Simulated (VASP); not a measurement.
A run of VASP 6.6.1 is set up as follows.

INCAR

```
PREC = Accurate
ENCUT = 750
EDIFF = 1E-6
ISMEAR = 0
SIGMA = 0.1
LREAL = F
LASPH = T
NELM = 120
ALGO = Normal
ISIF = 2
LWAVE = F
LCHARG = F
GGA = PE
NBANDS = 12
GGA_COMPAT = F
```

The input KPOINTS:

```
Automatic mesh
0
Gamma
  10 10 10
```

POSCAR

```
LiF
1.0
    0.0000000000      2.0417135738      2.0417135738
    2.0417135738      0.0000000000      2.0417135738
    2.0417135738      2.0417135738      0.0000000000
Li F
1 1
Direct
    0.0000000000      0.0000000000      0.0000000000
    0.5000000000      0.5000000000      0.5000000000
```

Potentials or basis: VASP PAW PBE potentials, release 64 (Li_sv, F).

Run with:

```bash
$ cat potpaw_PBE.64/Li_sv/POTCAR potpaw_PBE.64/F/POTCAR > POTCAR
$ mpirun -np 1 vasp_std > vasp.out
```

Q: Predict the pressure.

A: -1.5 GPa.

Q: Estimate the band gap on the k mesh.

A: 8.72 eV, direct.

A k mesh can miss the band edges. Expect the measured gap to be larger: semilocal functionals such as PBE lack the derivative discontinuity.
